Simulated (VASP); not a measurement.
# Ga2As2H: single point with PBE+D3(BJ)

Ga2As2H, a slab with vacuum:

```xyz
20
Lattice="8.0267 0.0000 0.0000 0.0000 5.6757 0.0000 0.0000 0.0000 23.2856" Properties=species:S:1:pos:R:3 pbc="T T T"
Ga    2.0067    2.8379    9.2656
Ga    6.0200    2.8379    9.2656
Ga    4.0134    0.0000   11.2722
Ga    0.0000    0.0000   11.2722
Ga    6.0200    2.9026   13.3413
Ga    2.0067    2.9026   13.3413
Ga    0.0000   -0.3950   14.8340
Ga    4.0134   -0.3950   14.8340
As    4.0134    1.4189    9.2656
As    0.0000    1.4189    9.2656
As    6.0200    4.2568   11.2722
As    2.0067    4.2568   11.2722
As    0.0000    1.4630   13.2501
As    4.0134    1.4630   13.2501
As    2.0067    4.0799   15.5394
As    6.0200    4.0799   15.5394
H     2.0067    3.7578    7.9876
H     6.0200    3.7578    7.9876
H     4.0134    0.5240    8.0408
H     0.0000    0.5240    8.0408
```

* Program: VASP 6.6.1
* Task: single point
* Functional: PBE
* Dispersion: D3(BJ)
* Potentials or basis: VASP PAW PBE potentials, release 64 (Ga_d, As, H)
* Cutoff: 520 eV
* k mesh: 2 × 3 × 1
* Occupations: gaussian, width 0.05 eV
* Spin: no spin polarisation

```
Largest force              : 0.597 eV/Å
Band gap on the k mesh     : 0.96 eV
Dispersion energy per atom : -0.194 eV
```

Forces on the atoms (eV/Å):
```
Ga   0.000  0.261 -0.536
Ga   0.000  0.261 -0.536
Ga   0.000 -0.069 -0.241
Ga   0.000 -0.069 -0.241
Ga   0.000  0.012  0.002
Ga   0.000  0.012  0.002
Ga   0.000  0.004 -0.005
Ga   0.000  0.004 -0.005
As   0.000  0.127  0.576
As   0.000  0.127  0.576
As   0.000 -0.263  0.215
As   0.000 -0.263  0.215
As   0.000 -0.001  0.013
As   0.000 -0.001  0.013
As   0.000 -0.007  0.027
As   0.000 -0.007  0.027
H    0.000 -0.011  0.020
H    0.000 -0.011  0.020
H    0.000 -0.052 -0.069
H    0.000 -0.052 -0.069
```

Levels at points of the mesh, in eV from the valence-band top:
```csv
k point,band 70,band 71,band 72,band 73,band 74,band 75,band 76,band 77,band 78,band 79
"(0.00, 0.00, 0.00)",-1.33,-1.01,-0.58,-0.33,0.00,0.96,1.38,1.74,1.95,2.32
"(0.50, 0.00, 0.00)",-1.51,-1.30,-1.30,-0.75,-0.75,1.86,1.86,2.53,2.53,2.79
```

It took 13 min on 1 thread of Intel Xeon 8259CL, on a shared host, peak memory 0.96 GiB.
